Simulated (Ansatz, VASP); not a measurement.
# Two plane-wave programs on Bi

The input INCAR:

```
PREC = Accurate ; ENCUT = 520
EDIFF = 1E-7 ; ISMEAR = -1
SIGMA = 0.1 ; LREAL = False
LASPH = True ; NELM = 60
ALGO = Normal ; ISIF = 2
LWAVE = False ; LCHARG = True
LELF = True ; LVHAR = True
NBANDS = 14
```

KPOINTS

```
regular mesh
0
Gamma
  13 13 13
```

Contents of POSCAR:

```
Bi
1.0
    0.0000000000      2.4856680029      2.4856680029
    2.4856680029      0.0000000000      2.4856680029
    2.4856680029      2.4856680029      0.0000000000
Bi
1
Direct
    0.0000000000      0.0000000000      0.0000000000
```

Input for Ansatz:

```yaml
crystal:
  lattice:
    - [0.0, 2.4856680029, 2.4856680029]
    - [2.4856680029, 0.0, 2.4856680029]
    - [2.4856680029, 2.4856680029, 0.0]
  atoms:
    - { symbol: Bi, position: [0.0, 0.0, 0.0] }
hamiltonian:
  xc: lda
  pseudopotentials:
    kind: paw
    azcp:
      Bi: "pseudopotentials/Bi.paw.azcp"
basis:
  ecutwfc: 420
  fft_grid_basis: typed
kpoints:
  mp_grid: { grid: [13, 13, 13], shift: [0, 0, 0] }
magnetization:
  spin_polarized: false
scf:
  occupations: { method: fermi_dirac, width: 0.1 }
  lower_state_search: "off"
output:
  stress: true
  write_density: true
  write_potential: true
  elf: true
  volumetric_format: npy
```

Alike in both runs: task single point; functional LDA; k mesh 13 × 13 × 13; occupations fermi-dirac, width 0.1 eV; no spin polarisation.

```csv
,VASP,Ansatz
version,VASP 6.6.1,Ansatz 0.2.0
potentials or method,"VASP PAW LDA potentials, release 64 (Bi_d), cutoff 520 eV","plane waves (420 eV) with PAW, scalar-relativistic"
valence electrons in the cell,15,15
```

```tsv
	VASP	Ansatz	Ansatz less VASP
pressure (GPa)	-2.2	-2.2	-0.06
```

Ansatz warns that its potentials were made for another functional, while VASP's fit it. LDA's correlation is that of Perdew and Zunger in VASP and of Perdew and Wang (1992) in Ansatz.

Neither program's run includes spin-orbit coupling.
